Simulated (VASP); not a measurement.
# CoSi (P2_13) in VASP: further runs, part 2 of 2

VASP 6.6.1. The steps go on from the part before.

## 6. Single point, PBEsol, collinear spin, ferromagnetic start

File INCAR:

```
ALGO     = Normal         # electronic algorithm
EDIFF    = 1E-6           # SCF threshold, eV
ENCUT    = 600            # plane-wave cutoff, eV
GGA      = PS             # functional
GGA_COMPAT= False        
ISIF     = 2              # what is computed and relaxed
ISMEAR   = -1             # smearing method
ISPIN    = 2              # spin polarisation
LASPH    = True           # aspherical terms in the spheres
LCHARG   = True           # write CHGCAR
LELF     = True           # ELF
LMAXMIX  = 4              # l up to which the mixer works
LORBIT   = 11             # projections on sites
LREAL    = False          # projectors in reciprocal space
LVHAR    = True         
LWAVE    = False          # write WAVECAR
MAGMOM   = 2 2 2 2 0 0 0 0 # initial moments
NBANDS   = 40             # bands
NELM     = 200            # most SCF steps
PREC     = Accurate       # precision mode
SIGMA    = 0.05           # smearing width, eV
```

File KPOINTS:

```
k-points
0
Gamma
  6 6 6
```

File POSCAR:

```
CoSi
1.0
    4.4380000000      0.0000000000      0.0000000000
    0.0000000000      4.4380000000      0.0000000000
    0.0000000000      0.0000000000      4.4380000000
Co Si
4 4
Direct
    0.8600000000      0.6400000000      0.3600000000
    0.6400000000      0.3600000000      0.8600000000
    0.3600000000      0.8600000000      0.6400000000
    0.1400000000      0.1400000000      0.1400000000
    0.1570000000      0.3430000000      0.6570000000
    0.3430000000      0.6570000000      0.1570000000
    0.6570000000      0.1570000000      0.3430000000
    0.8430000000      0.8430000000      0.8430000000
```

Potentials or basis: VASP PAW PBE potentials, release 64 (Co, Si).

Launch:

```sh
$ cat potpaw_PBE.64/Co/POTCAR potpaw_PBE.64/Si/POTCAR > POTCAR
$ mpirun -np 1 vasp_std > vasp.out
```

OUTCAR:

```text
EDIFF = 1E-6
   ENCUT = 600
   GGA = PS
   ISIF = 2
   ISMEAR = -1
   ISPIN = 2
   LASPH = True
   LORBIT = 11
   LREAL = False
   NELM = 200
   PREC = Accurate

 ion  position               nearest neighbor table
   1  0.860  0.640  0.360-   5 2.28   6 2.33   7 2.33   8 2.33   7 2.47   8 2.47   6 2.47   2 2.72
                             2 2.72   4 2.72   4 2.72   3 2.72   3 2.72
   2  0.640  0.360  0.860-   6 2.28   5 2.33   7 2.33   8 2.33   5 2.47   7 2.47   8 2.47   1 2.72
                             1 2.72   3 2.72   3 2.72   4 2.72   4 2.72
   3  0.360  0.860  0.640-   7 2.28   6 2.33   5 2.33   8 2.33   6 2.47   5 2.47   8 2.47   4 2.72
                             2 2.72   2 2.72   4 2.72   1 2.72   1 2.72
   4  0.140  0.140  0.140-   8 2.28   6 2.33   7 2.33   5 2.33   6 2.47   5 2.47   7 2.47   1 2.72
                             3 2.72   3 2.72   1 2.72   2 2.72   2 2.72
   5  0.157  0.343  0.657-   1 2.28   2 2.33   3 2.33   4 2.33   3 2.47   4 2.47   2 2.47   8 2.75
                             6 2.75   6 2.75   8 2.75   7 2.75   7 2.75
   6  0.343  0.657  0.157-   2 2.28   1 2.33   3 2.33   4 2.33   1 2.47   3 2.47   4 2.47   8 2.75
                             5 2.75   5 2.75   7 2.75   7 2.75   8 2.75
   7  0.657  0.157  0.343-   3 2.28   2 2.33   1 2.33   4 2.33   2 2.47   1 2.47   4 2.47   8 2.75
                             8 2.75   5 2.75   6 2.75   6 2.75   5 2.75
   8  0.843  0.843  0.843-   4 2.28   2 2.33   3 2.33   1 2.33   2 2.47   1 2.47   3 2.47   5 2.75
                             6 2.75   7 2.75   7 2.75   5 2.75   6 2.75

  LATTYP: Found a simple cubic cell.
 ALAT       =     4.4380000000

  Lattice vectors:

 A1 = (   4.4380000000,   0.0000000000,   0.0000000000)
 A2 = (   0.0000000000,   4.4380000000,   0.0000000000)
 A3 = (   0.0000000000,   0.0000000000,   4.4380000000)

Analysis of symmetry for initial positions (statically):
=====================================================================
 Subroutine PRICEL returns:
 Original cell was already a primitive cell.
[... 1191 lines left out ...]
 Fermi energy:        11.9772164957

 spin component 2

 k-point     1 :       0.0000    0.0000    0.0000
  band No.  band energies     occupation
      1      -1.7032      1.00000
      2       3.7887      1.00000
      3       3.7887      1.00000
      4       3.7887      1.00000
      5       6.4709      1.00000
      6       6.4709      1.00000
[... 973 lines left out ...]
     37      19.6905      0.00000
     38      19.6905      0.00000
 [bands above 38 left out]

------------------------ aborting loop because EDIFF is reached ----------------------------------------

  FORCE on cell =-STRESS in cart. coord.  units (eV):
  Direction    XX          YY          ZZ          XY          YZ          ZX
  --------------------------------------------------------------------------------------
  -------------------------------------------------------------------------------------
  Total       -3.8245521     -3.8245521     -3.8245521     -0.0000000     -0.0000000      0.0000000
  in kB      -70.1018163    -70.1018163    -70.1018163     -0.0000000     -0.0000000      0.0000000
  external PRESSURE =     -70.1018163 kB  Pullay stress =       0.0000000 kB

 VOLUME and BASIS-vectors are now :
 -----------------------------------------------------------------------------
  energy-cutoff  :      600.00
  volume of cell :       87.41
      direct lattice vectors                 reciprocal lattice vectors
     4.438000000  0.000000000  0.000000000     0.225326724  0.000000000  0.000000000
     0.000000000  4.438000000  0.000000000     0.000000000  0.225326724  0.000000000
     0.000000000  0.000000000  4.438000000     0.000000000  0.000000000  0.225326724

 POSITION                                       TOTAL-FORCE (eV/Angst)
 -----------------------------------------------------------------------------------
      3.81668      2.84032      1.59768        -0.139833      0.139833     -0.139833
      2.84032      1.59768      3.81668         0.139833     -0.139833     -0.139833
      1.59768      3.81668      2.84032        -0.139833     -0.139833      0.139833
      0.62132      0.62132      0.62132         0.139833      0.139833      0.139833
      0.69677      1.52223      2.91577         0.037931     -0.037931      0.037931
      1.52223      2.91577      0.69677        -0.037931      0.037931      0.037931
      2.91577      0.69677      1.52223         0.037931      0.037931     -0.037931
      3.74123      3.74123      3.74123        -0.037931     -0.037931     -0.037931
 -----------------------------------------------------------------------------------
    total drift:                               -0.000000      0.000000      0.000000

  FREE ENERGIE OF THE ION-ELECTRON SYSTEM (eV)
  ---------------------------------------------------
  free  energy   TOTEN  =       -59.7383858689 eV

  energy  without entropy=      -59.7238743364  energy(sigma->0) =      -59.73113010

 total charge

# of ion       s       p       d       tot
------------------------------------------
    1        0.436   0.618   7.569   8.623
    2        0.436   0.618   7.569   8.623
    3        0.436   0.618   7.569   8.623
    4        0.436   0.618   7.569   8.623
    5        0.727   0.879   0.000   1.607
    6        0.727   0.879   0.000   1.607
    7        0.727   0.879   0.000   1.607
    8        0.727   0.879   0.000   1.607
--------------------------------------------------
tot          4.652   5.991  30.275  40.918

 magnetization (x)

# of ion       s       p       d       tot
------------------------------------------
    1        0.000   0.000  -0.000  -0.000
    2        0.000   0.000  -0.000  -0.000
    3        0.000   0.000  -0.000  -0.000
    4        0.000   0.000  -0.000  -0.000
    5        0.000   0.000   0.000   0.000
    6        0.000   0.000   0.000   0.000
    7        0.000   0.000   0.000   0.000
    8        0.000   0.000   0.000   0.000
--------------------------------------------------
tot          0.000   0.000  -0.001  -0.000
```

Run time: 3 min. Hardware: 1 thread of Intel Xeon 6975P-C, shared host; peak memory 0.33 GiB.

What came out:

```yaml
Free_energy: -59.7384 eV
Pressure: -7.0 GPa
Largest_force: 0.242 eV/Å
Band_gap_on_the_k_mesh: zero (filled and empty bands overlap)
Net_moment: 0.00 μB per cell
Valence_electrons_inside_the_program's_atomic_spheres: Co 8.62; Si 1.61
```

Forces on the atoms (eV/Å):
```
Co  -0.140  0.140 -0.140
Co   0.140 -0.140 -0.140
Co  -0.140 -0.140  0.140
Co   0.140  0.140  0.140
Si   0.038 -0.038  0.038
Si  -0.038  0.038  0.038
Si   0.038  0.038 -0.038
Si  -0.038 -0.038 -0.038
```

Caveat: the starting moments collapsed, and a magnetic state may lie lower; the PAW data sets were made with another functional, which shifts forces and pressure a little.

## 7. Overview

| fixed moment (μB) | pressure (GPa) | moment (μB) | largest force (eV/Å) |
| --- | --- | --- | --- |
| 8.0 | 17.7 | 8.00 | 0.51 |
| 10.0 | 27.6 | 10.00 | 0.67 |
| 12.0 | 38.2 | 12.00 | 0.73 |
| 16.0 | 60.9 | 16.00 | 1.13 |

Alike in all rows: task single point; level PBEsol; potentials or basis VASP PAW PBE potentials, release 64 (Co, Si); spin collinear, ferromagnetic start; cell as given; k mesh 5 × 5 × 5; cutoff (eV) 520; smearing fermi-dirac 0.05 eV.

Caveats: the PAW data sets were made with another functional, which shifts forces and pressure a little; the total moment is fixed, so each spin has its own Fermi level.

Absolute energies hang on the potentials; compare differences alone.
